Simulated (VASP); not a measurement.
# Zr (P6_3/mmc) in VASP: further runs

Zr is run at these levels: PBE; tasks: electric field gradients.

All numbers are computed with VASP 6.6.1; they aren't measurements. Logs are shortened: lines on timing, memory, paths and dates and some standing lists are left out, and cuts for length are marked.

## (1) The cell of the first run

Symmetry: P6_3/mmc, No. 194, hexagonal system. The conventional cell has a = 3.232 Å, b = 3.232 Å, c = 4.993 Å, α = 90.00°, β = 90.00°, γ = 120.00°. Zr (site symmetry -6m2) has 12 Zr at 3.12 to 3.23 Å within 4.1 Å.

## (2) Electric field gradients, PBE (zz strain of -3 %)

Contents of INCAR:

```
PREC = Accurate
ENCUT = 520
EDIFF = 1E-8
ISMEAR = -1
SIGMA = 0.08
LREAL = F
LASPH = T
NELM = 100
ALGO = Normal
ISIF = 2
LWAVE = F
LCHARG = F
GGA = PE
LEFG = T
NBANDS = 19
```

Contents of KPOINTS:

```
regular mesh
0
Gamma
  13 13 7
```

Contents of POSCAR:

```
Zr
1.0
    3.2319982225      0.0000000000      0.0000000000
   -1.6159991112      2.7989925656      0.0000000000
    0.0000000000      0.0000000000      4.9925900000
Zr
2
Direct
    0.3333333333      0.6666666667      0.2500000000
    0.6666666667      0.3333333333      0.7500000000
```

Potentials or basis: VASP PAW PBE potentials, release 64 (Zr_sv).

Run with:

```console
> cat potpaw_PBE.64/Zr_sv/POTCAR > POTCAR
> mpirun -np 1 vasp_std > vasp.out
```

OUTCAR:

```text
PREC = Accurate
   ENCUT = 520
   EDIFF = 1E-8
   ISMEAR = -1
   LREAL = F
   LASPH = T
   NELM = 100
   ISIF = 2
   GGA = PE

 ion  position               nearest neighbor table
   1  0.333  0.667  0.250-   2 3.12   2 3.12   2 3.12   2 3.12   2 3.12   2 3.12
   2  0.667  0.333  0.750-   1 3.12   1 3.12   1 3.12   1 3.12   1 3.12   1 3.12

  LATTYP: Found a hexagonal cell.
 ALAT       =     3.2319982225
 C/A-ratio  =     1.5447378545

  Lattice vectors:

 A1 = (   3.2319982225,   0.0000000000,   0.0000000000)
 A2 = (  -1.6159991112,   2.7989925656,   0.0000000000)
 A3 = (   0.0000000000,   0.0000000000,   4.9925900000)

Analysis of symmetry for initial positions (statically):
=====================================================================
 Subroutine PRICEL returns:
 Original cell was already a primitive cell.

 Routine SETGRP: Setting up the symmetry group for a
 hexagonal supercell.

 Subroutine GETGRP returns: Found 24 space group operations
 (whereof 12 operations were pure point group operations)
 out of a pool of 24 trial point group operations.

The static configuration has the point symmetry D_3d.
 The point group associated with its full space group is D_6h.

Analysis of symmetry for dynamics (positions and initial velocities):
=====================================================================
 Subroutine PRICEL returns:
 Original cell was already a primitive cell.

 Routine SETGRP: Setting up the symmetry group for a
 hexagonal supercell.

 Subroutine GETGRP returns: Found 24 space group operations
 (whereof 12 operations were pure point group operations)
 out of a pool of 24 trial point group operations.

The dynamic configuration has the point symmetry D_3d.
 The point group associated with its full space group is D_6h.

 Subroutine INISYM returns: Found 24 space group operations
 (whereof 12 operations are pure point group operations),
 and found     1 'primitive' translations

----------------------------------------------------------------------------------------

                                     Primitive cell

[... 111 lines left out ...]
  volume/ion in A,a.u.               =      22.58       152.39
  Fermi-wavevector in a.u.,A,eV,Ry     =   1.326007  2.505789 23.923032  1.758293
  Thomas-Fermi vector in A             =   2.455425
   LORBIT       =      0    0 simple, 1 ext, 2 COOP (PROOUT), +10 PAW based schemes
   GGA     = PE    functional components
[... 5 lines left out ...]
 non-spin polarized calculation
  energy-cutoff  :      520.00
  volume of cell :       45.16
 maximum number of plane-waves:      1234
   NGX = 13   NGY = 13   NGZ = 19

 number of electron      24.0000001 magnetization

 Free energy of the ion-electron system (eV)
  ---------------------------------------------------
  ext. energy  EPLUGINS =         0.00000000
  ---------------------------------------------------
  free energy    TOTEN  =       -17.02956308 eV

  energy without entropy =      -16.98615811  energy(sigma->0) =      -17.00786060

 E-fermi :   9.3420     XC(G=0): -11.2202

 val. band max:        9.3326419117   @ k =   0.0769   0.0769   0.0000
 cond. band min:       9.3528814955   @ k =   0.0769   0.0769   0.1429
 fundamental gap:      0.0202395838
 Fermi energy:         9.3419867131

 k-point     1 :       0.0000    0.0000    0.0000
  band No.  band energies     occupation
      1     -39.4523      2.00000
      2     -39.2564      2.00000
      3     -18.0631      2.00000
      4     -17.1118      2.00000
      5     -17.1118      2.00000
      6     -16.9312      2.00000
[... 505 lines left out ...]
      6     -17.1328      2.00000
[... 11 lines left out ...]
     18      11.7617      0.00000
     19      14.2749      0.00000

 [... further k-points ...]
[... 5 lines left out ...]
  --------------------------------------------------------------------------------------
  -------------------------------------------------------------------------------------
  Total        0.6888082      0.6888082      1.7867330      0.0000000     -0.0000000      0.0000000
  in kB       24.4348748     24.4348748     63.3828097      0.0000000     -0.0000000      0.0000000
  external PRESSURE =      37.4175197 kB  Pullay stress =       0.0000000 kB

 VOLUME and BASIS-vectors are now :
 -----------------------------------------------------------------------------
  energy-cutoff  :      520.00
  volume of cell :       45.16
      direct lattice vectors                 reciprocal lattice vectors
     3.231998223  0.000000000  0.000000000     0.309406111  0.178635701  0.000000000
    -1.615999111  2.798992566  0.000000000     0.000000000  0.357271403  0.000000000
     0.000000000  0.000000000  4.992590000     0.000000000  0.000000000  0.200296840

 POSITION                                       TOTAL-FORCE (eV/Angst)
 -----------------------------------------------------------------------------------
     -0.00000      1.86600      1.24815         0.000000     -0.000000      0.000000
      1.61600      0.93300      3.74444        -0.000000      0.000000      0.000000
 -----------------------------------------------------------------------------------
    total drift:                                0.000000     -0.000000      0.000000

  FREE ENERGIE OF THE ION-ELECTRON SYSTEM (eV)
  ---------------------------------------------------
  free  energy   TOTEN  =       -17.0295630849 eV

  energy  without entropy=      -16.9861581134  energy(sigma->0) =      -17.00786060

 Electric field gradients (V/A^2)
---------------------------------------------------------------------
 ion       V_xx      V_yy      V_zz      V_xy      V_xz      V_yz
---------------------------------------------------------------------
   1     -30.296   -30.296    60.593     0.000    -0.000     0.000
   2     -30.296   -30.296    60.593     0.000     0.000    -0.000
---------------------------------------------------------------------

 Electric field gradients after diagonalization (V/A^2)
 (convention: |V_zz| > |V_xx| > |V_yy|)
----------------------------------------------------------------------
 ion       V_xx      V_yy      V_zz     asymmetry (V_yy - V_xx)/ V_zz
----------------------------------------------------------------------
   1     -30.296   -30.296    60.593       0.000
   2     -30.296   -30.296    60.593       0.000
----------------------------------------------------------------------

           NMR quadrupolar parameters

 Cq : quadrupolar parameter    Cq=e*Q*V_zz/h
 eta: asymmetry parameters     (V_yy - V_xx)/ V_zz
 Q  : nuclear electric quadrupole moment in mb (millibarn)
----------------------------------------------------------------------
 ion       Cq(MHz)       eta       Q (mb)
----------------------------------------------------------------------
   1       0.147       0.000       1.000
   2       0.147       0.000       1.000
----------------------------------------------------------------------
```

stdout:

```text
POSCAR found type information on POSCAR Zr
 POSCAR found :  1 types and       2 ions
 scaLAPACK will be used
 LDA part: xc-table for (Slater+PW92), standard interpolation
 POSCAR, INCAR and KPOINTS ok, starting setup
 FFT: planning ... GRIDC
 FFT: planning ... GRID_SOFT
 FFT: planning ... GRID
 WAVECAR not read
 entering main loop
ion   1

ion   2
```

It took 60 s on 1 thread of Intel Xeon Platinum 8259CL at 2.50GHz (Skylake/Cascade Lake), shared host; peak memory 0.19 GiB.

Results:

- Free energy: -17.0296 eV
- Pressure: 3.7 GPa
- Band gap on the k mesh: zero (band 12 reaches 10.30 eV, above the bottom of band 13 at 9.12 eV)

Stress tensor (GPa, compression positive):
```
2.44 0.00 0.00
0.00 2.44 0.00
0.00 0.00 6.34
```

Electric field gradients, principal values (V/Å²):
| atom | least | middle | greatest (by size) |
| --- | --- | --- | --- |
| 1 Zr | -30.296 | -30.296 | 60.593 |
| 2 Zr | -30.296 | -30.296 | 60.593 |

Caveat: the cell differs from its parent crystal (zz strain of -3 %); without QUAD_EFG the Cq values of the log hold for a quadrupole moment of 1 mb, not for the nuclei.

## (3) Electric field gradients, PBE (zz strain of -3 %)

Contents of INCAR:

```
SYSTEM = Zr
PREC = Accurate ; ENCUT = 520
EDIFF = 1E-8 ; ISMEAR = -1
SIGMA = 0.08 ; LREAL = .FALSE.
LASPH = .TRUE. ; NELM = 60
ALGO = Normal ; ISIF = 2
LWAVE = .FALSE. ; LCHARG = .FALSE.
GGA = PE ; LEFG = .TRUE.
NBANDS = 19
```

Contents of KPOINTS:

```
Automatic mesh
0
G
  13 13 7
  0 0 0
```

POSCAR is that of step 2.

Potentials or basis: VASP PAW PBE potentials, release 64 (Zr_sv).

Run with:

```console
> cat potpaw_PBE.64/Zr_sv/POTCAR > POTCAR
> mpirun -np 1 vasp_std > vasp.out
```

OUTCAR:

```text
SYSTEM = Zr
   PREC = Accurate
   ENCUT = 520
   EDIFF = 1E-8
   ISMEAR = -1
   LREAL = .FALSE.
   LASPH = .TRUE.
   NELM = 60
   ISIF = 2
   GGA = PE

 ion  position               nearest neighbor table
   1  0.333  0.667  0.250-   2 3.12   2 3.12   2 3.12   2 3.12   2 3.12   2 3.12
   2  0.667  0.333  0.750-   1 3.12   1 3.12   1 3.12   1 3.12   1 3.12   1 3.12

  LATTYP: Found a hexagonal cell.
 ALAT       =     3.2319982225
 C/A-ratio  =     1.5447378545

  Lattice vectors:

 A1 = (   3.2319982225,   0.0000000000,   0.0000000000)
 A2 = (  -1.6159991112,   2.7989925656,   0.0000000000)
 A3 = (   0.0000000000,   0.0000000000,   4.9925900000)

Analysis of symmetry for initial positions (statically):
=====================================================================
 Subroutine PRICEL returns:
 Original cell was already a primitive cell.

 Routine SETGRP: Setting up the symmetry group for a
 hexagonal supercell.
[... 718 lines left out ...]
  volume of cell :       45.16
      direct lattice vectors                 reciprocal lattice vectors
     3.231998223  0.000000000  0.000000000     0.309406111  0.178635701  0.000000000
    -1.615999111  2.798992566  0.000000000     0.000000000  0.357271403  0.000000000
     0.000000000  0.000000000  4.992590000     0.000000000  0.000000000  0.200296840

 POSITION                                       TOTAL-FORCE (eV/Angst)
 -----------------------------------------------------------------------------------
     -0.00000      1.86600      1.24815         0.000000     -0.000000      0.000000
      1.61600      0.93300      3.74444        -0.000000      0.000000      0.000000
 -----------------------------------------------------------------------------------
    total drift:                                0.000000     -0.000000      0.000000

  FREE ENERGIE OF THE ION-ELECTRON SYSTEM (eV)
  ---------------------------------------------------
  free  energy   TOTEN  =       -17.0295630849 eV

  energy  without entropy=      -16.9861581134  energy(sigma->0) =      -17.00786060

 Electric field gradients (V/A^2)
---------------------------------------------------------------------
 ion       V_xx      V_yy      V_zz      V_xy      V_xz      V_yz
---------------------------------------------------------------------
   1     -30.296   -30.296    60.593     0.000    -0.000     0.000
   2     -30.296   -30.296    60.593     0.000     0.000    -0.000
---------------------------------------------------------------------

 Electric field gradients after diagonalization (V/A^2)
 (convention: |V_zz| > |V_xx| > |V_yy|)
----------------------------------------------------------------------
 ion       V_xx      V_yy      V_zz     asymmetry (V_yy - V_xx)/ V_zz
----------------------------------------------------------------------
   1     -30.296   -30.296    60.593       0.000
   2     -30.296   -30.296    60.593       0.000
----------------------------------------------------------------------

           NMR quadrupolar parameters

 Cq : quadrupolar parameter    Cq=e*Q*V_zz/h
 eta: asymmetry parameters     (V_yy - V_xx)/ V_zz
 Q  : nuclear electric quadrupole moment in mb (millibarn)
----------------------------------------------------------------------
 ion       Cq(MHz)       eta       Q (mb)
----------------------------------------------------------------------
   1       0.147       0.000       1.000
   2       0.147       0.000       1.000
----------------------------------------------------------------------
```

stdout:

```text
POSCAR found type information on POSCAR Zr
 POSCAR found :  1 types and       2 ions
 scaLAPACK will be used
 LDA part: xc-table for (Slater+PW92), standard interpolation
 POSCAR, INCAR and KPOINTS ok, starting setup
 FFT: planning ... GRIDC
 FFT: planning ... GRID_SOFT
 FFT: planning ... GRID
 WAVECAR not read
 entering main loop
ion   1

ion   2
```

Wall time 59 s (1 thread of Intel Xeon Platinum 8259CL at 2.50GHz (Skylake/Cascade Lake), shared host); peak memory 0.19 GiB.

What came out:

```
Free energy            : -17.0296 eV
Pressure               : 3.7 GPa
Band gap on the k mesh : zero (band 12 reaches 10.30 eV, above the bottom of band 13 at 9.12 eV)
```

Electric field gradients, principal values (V/Å²):
| atom | least | middle | greatest (by size) |
| --- | --- | --- | --- |
| 1 Zr | -30.296 | -30.296 | 60.593 |
| 2 Zr | -30.296 | -30.296 | 60.593 |

Caveat: the cell differs from its parent crystal (zz strain of -3 %); without QUAD_EFG the Cq values of the log hold for a quadrupole moment of 1 mb, not for the nuclei.

## (4) Electric field gradients, PBE (zz strain of -1 %)

Contents of INCAR:

```
SYSTEM = Zr
PREC = Accurate
ENCUT = 520
EDIFF = 1E-8
ISMEAR = -1
SIGMA = 0.08
LREAL = .False.
LASPH = .True.
NELM = 80
ALGO = Normal
ISIF = 2
LWAVE = .False.
LCHARG = .False.
GGA = PE
LEFG = .True.
NBANDS = 19
```

Contents of KPOINTS:

```
regular mesh
0
Gamma
  13 13 7
  0 0 0
```

POSCAR, as its differences from that of step 3:

```diff
@@ -4,3 +4,3 @@
    -1.6159991112      2.7989925656      0.0000000000
-    0.0000000000      0.0000000000      4.9925900000
+    0.0000000000      0.0000000000      5.0955300000
 Zr
```

Potentials or basis: VASP PAW PBE potentials, release 64 (Zr_sv).

Run with:

```console
> cat potpaw_PBE.64/Zr_sv/POTCAR > POTCAR
> mpirun -np 1 vasp_std > vasp.out
```

OUTCAR:

```text
SYSTEM = Zr
   PREC = Accurate
   ENCUT = 520
   EDIFF = 1E-8
   ISMEAR = -1
   LREAL = .False.
   LASPH = .True.
   NELM = 80
   ISIF = 2
   GGA = PE

 ion  position               nearest neighbor table
   1  0.333  0.667  0.250-   2 3.16   2 3.16   2 3.16   2 3.16   2 3.16   2 3.16
   2  0.667  0.333  0.750-   1 3.16   1 3.16   1 3.16   1 3.16   1 3.16   1 3.16

  LATTYP: Found a hexagonal cell.
 ALAT       =     3.2319982225
 C/A-ratio  =     1.5765881195

  Lattice vectors:

 A1 = (   3.2319982225,   0.0000000000,   0.0000000000)
 A2 = (  -1.6159991112,   2.7989925656,   0.0000000000)
 A3 = (   0.0000000000,   0.0000000000,   5.0955300000)

Analysis of symmetry for initial positions (statically):
=====================================================================
 Subroutine PRICEL returns:
 Original cell was already a primitive cell.

 Routine SETGRP: Setting up the symmetry group for a
 hexagonal supercell.

 Subroutine GETGRP returns: Found 24 space group operations
 (whereof 12 operations were pure point group operations)
 out of a pool of 24 trial point group operations.

The static configuration has the point symmetry D_3d.
 The point group associated with its full space group is D_6h.

Analysis of symmetry for dynamics (positions and initial velocities):
=====================================================================
 Subroutine PRICEL returns:
 Original cell was already a primitive cell.

 Routine SETGRP: Setting up the symmetry group for a
 hexagonal supercell.

 Subroutine GETGRP returns: Found 24 space group operations
 (whereof 12 operations were pure point group operations)
 out of a pool of 24 trial point group operations.
[... 150 lines left out ...]

 val. band max:        9.0905019725   @ k =   0.3846   0.2308   0.2857
 cond. band min:       9.1101198431   @ k =   0.0769   0.0000   0.2857
 fundamental gap:      0.0196178706
 Fermi energy:         9.1039471826

 k-point     1 :       0.0000    0.0000    0.0000
  band No.  band energies     occupation
      1     -39.7131      2.00000
      2     -39.5458      2.00000
      3     -18.2635      2.00000
      4     -17.3695      2.00000
      5     -17.3695      2.00000
      6     -17.2159      2.00000
[... 505 lines left out ...]
      6     -17.4101      2.00000
[... 11 lines left out ...]
     18      11.4362      0.00000
     19      13.9188      0.00000

 [... further k-points ...]
[... 5 lines left out ...]
  --------------------------------------------------------------------------------------
  -------------------------------------------------------------------------------------
  Total        0.2767781      0.2767781      0.7642041      0.0000000      0.0000000      0.0000000
  in kB        9.6201119      9.6201119     26.5618149      0.0000000      0.0000000      0.0000000
  external PRESSURE =      15.2673463 kB  Pullay stress =       0.0000000 kB

 VOLUME and BASIS-vectors are now :
 -----------------------------------------------------------------------------
  energy-cutoff  :      520.00
  volume of cell :       46.10
      direct lattice vectors                 reciprocal lattice vectors
     3.231998223  0.000000000  0.000000000     0.309406111  0.178635701  0.000000000
    -1.615999111  2.798992566  0.000000000     0.000000000  0.357271403  0.000000000
     0.000000000  0.000000000  5.095530000     0.000000000  0.000000000  0.196250439

 POSITION                                       TOTAL-FORCE (eV/Angst)
 -----------------------------------------------------------------------------------
     -0.00000      1.86600      1.27388         0.000000     -0.000000      0.000000
      1.61600      0.93300      3.82165        -0.000000      0.000000      0.000000
 -----------------------------------------------------------------------------------
    total drift:                               -0.000000      0.000000     -0.000000

  FREE ENERGIE OF THE ION-ELECTRON SYSTEM (eV)
  ---------------------------------------------------
  free  energy   TOTEN  =       -17.0559450297 eV

  energy  without entropy=      -17.0114046836  energy(sigma->0) =      -17.03367486

 Electric field gradients (V/A^2)
---------------------------------------------------------------------
 ion       V_xx      V_yy      V_zz      V_xy      V_xz      V_yz
---------------------------------------------------------------------
   1     -23.998   -23.998    47.996     0.000     0.000    -0.000
   2     -23.998   -23.998    47.996     0.000    -0.000     0.000
---------------------------------------------------------------------

 Electric field gradients after diagonalization (V/A^2)
 (convention: |V_zz| > |V_xx| > |V_yy|)
----------------------------------------------------------------------
 ion       V_xx      V_yy      V_zz     asymmetry (V_yy - V_xx)/ V_zz
----------------------------------------------------------------------
   1     -23.998   -23.998    47.996       0.000
   2     -23.998   -23.998    47.996       0.000
----------------------------------------------------------------------

           NMR quadrupolar parameters

 Cq : quadrupolar parameter    Cq=e*Q*V_zz/h
 eta: asymmetry parameters     (V_yy - V_xx)/ V_zz
 Q  : nuclear electric quadrupole moment in mb (millibarn)
----------------------------------------------------------------------
 ion       Cq(MHz)       eta       Q (mb)
----------------------------------------------------------------------
   1       0.116       0.000       1.000
   2       0.116       0.000       1.000
----------------------------------------------------------------------
```

stdout:

```text
POSCAR found type information on POSCAR Zr
 POSCAR found :  1 types and       2 ions
 scaLAPACK will be used
 LDA part: xc-table for (Slater+PW92), standard interpolation
 POSCAR, INCAR and KPOINTS ok, starting setup
 FFT: planning ... GRIDC
 FFT: planning ... GRID_SOFT
 FFT: planning ... GRID
 WAVECAR not read
 entering main loop
ion   1

ion   2
```

It took 58 s on 1 thread of Intel Xeon Platinum 8259CL at 2.50GHz (Skylake/Cascade Lake), shared host; peak memory 0.19 GiB.

Results:

- Free energy: -17.0559 eV
- Pressure: 1.5 GPa
- Band gap on the k mesh: zero (band 12 reaches 10.04 eV, above the bottom of band 13 at 8.88 eV)

Electric field gradients, principal values (V/Å²):
| atom | least | middle | greatest (by size) |
| --- | --- | --- | --- |
| 1 Zr | -23.998 | -23.998 | 47.996 |
| 2 Zr | -23.998 | -23.998 | 47.996 |

Caveat: the cell differs from its parent crystal (zz strain of -1 %); without QUAD_EFG the Cq values of the log hold for a quadrupole moment of 1 mb, not for the nuclei.
